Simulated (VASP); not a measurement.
Input of a VASP 6.6.1 run:

Contents of INCAR:

```
PREC     = Accurate       # precision mode
ENCUT    = 520            # plane-wave cutoff, eV
EDIFF    = 1E-6           # SCF threshold, eV
ISMEAR   = 0              # smearing method
SIGMA    = 0.01           # smearing width, eV
LREAL    = False          # projectors in reciprocal space
LASPH    = True           # aspherical terms in the spheres
NELM     = 60             # most SCF steps
ALGO     = Normal         # electronic algorithm
ISIF     = 2              # what is computed and relaxed
LWAVE    = False          # write WAVECAR
LCHARG   = False          # write CHGCAR
GGA      = PE             # functional
NBANDS   = 14             # bands
```

File KPOINTS:

```
regular mesh
0
Gamma
  4 4 4
```

The input POSCAR:

```
NaCl
1.0
    3.5162697434      0.0000000000      0.0000000000
    0.0000000000      3.5162697434      0.0000000000
    0.0000000000      0.0000000000      3.5162697434
Na Cl
1 1
Direct
    0.0000000000      0.0000000000      0.0000000000
    0.5000000000      0.5000000000      0.5000000000
```

Potentials or basis: VASP PAW PBE potentials, release 64 (Na_pv, Cl).

Launch:

```sh
$ cat potpaw_PBE.64/Na_pv/POTCAR potpaw_PBE.64/Cl/POTCAR > POTCAR
$ mpirun -np 1 vasp_std > vasp.out
```

(1) Estimate the pressure.

(2) Estimate the band gap on the k mesh.

## Answers

(1) -0.2 GPa.

(2) 3.93 eV, indirect (least direct gap 4.41 eV).

Caveat: the k points lie up to 0.45 Å⁻¹ apart.
